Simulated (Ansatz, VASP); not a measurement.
## BaHfO3 in VASP and in Ansatz

```
CELL_PARAMETERS angstrom
4.12179 0.00000 0.00000
0.00000 4.12179 0.00000
0.00000 0.00000 4.12179
ATOMIC_POSITIONS crystal
Ba 0.50000 0.50000 0.50000
Hf 0.00000 0.00000 0.00000
O 0.00000 0.50000 0.00000
O 0.50000 0.00000 0.00000
O 0.00000 0.00000 0.50000
```

Change from the starting cell: strained cell.

Alike in both runs: task relaxation of the atoms; functional PBE; k mesh 6 × 6 × 6; occupations gaussian, width 0.02 eV; no spin polarisation.

|  | VASP | Ansatz |
| --- | --- | --- |
| version | VASP 6.6.1 | Ansatz 0.2.0 |
| potentials or method | VASP PAW PBE potentials, release 64 (Ba_sv, Hf_pv, O), cutoff 520 eV | scalar-relativistic, plane waves, PAW |
| valence electrons in the cell | 38 | 54 |

VASP gave:

| Quantity | Value |
| --- | --- |
| gap on the k mesh at the Fermi level, each at its own relaxed structure (eV) | 3.65 |

Estimate Ansatz's values.

gap on the k mesh at the Fermi level, each at its own relaxed structure (eV): 3.75.

VASP's potentials hold 38 valence electrons a cell and Ansatz's 54, so a difference there can come from the potentials and not from the codes. Ansatz's warnings: stress scf threshold loose.

Neither program's run includes spin-orbit coupling. Noted on VASP's run: the relaxation stopped at its first step, so nothing moved.
